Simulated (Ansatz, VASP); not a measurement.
TiSnTe3: VASP beside Ansatz

```
Ti Sn Te
1.0
     6.17149    0.00000    0.00000
    -3.08574    5.34467    0.00000
     0.00000    0.00000    5.45099
Ti Sn Te
1 1 3
Direct
  0.00000 0.00000 0.00000
  0.00000 0.00000 0.50000
  0.50000 0.00000 0.00000
  0.00000 0.50000 0.00000
  0.50000 0.50000 0.00000
```

Alike in both runs: functional PBE; k mesh 6 × 6 × 4; occupations gaussian, width 0.1 eV; no spin polarisation.

Ansatz relaxed the structure, and its values are those at the end. VASP's run is a single point on that final structure, the one shown.

|  | VASP | Ansatz |
| --- | --- | --- |
| version | VASP 6.6.1 | Ansatz 0.2.0 |
| potentials or method | VASP PAW PBE potentials, release 64 (Ti_sv, Sn_d, Te), cutoff 520 eV | scalar-relativistic, plane waves, PAW |
| valence electrons in the cell | 44 | 74 |

```csv
,VASP,Ansatz,Ansatz less VASP
gap on the k mesh at the Fermi level (eV),none,none,-
pressure (GPa),0.0,0.0,+0.03
```

A gap of «none» marks a metal or a gap that the smearing closes. VASP's potentials hold 44 valence electrons a cell and Ansatz's 74, so a difference there can come from the potentials and not from the codes.

Neither program's run includes spin-orbit coupling.
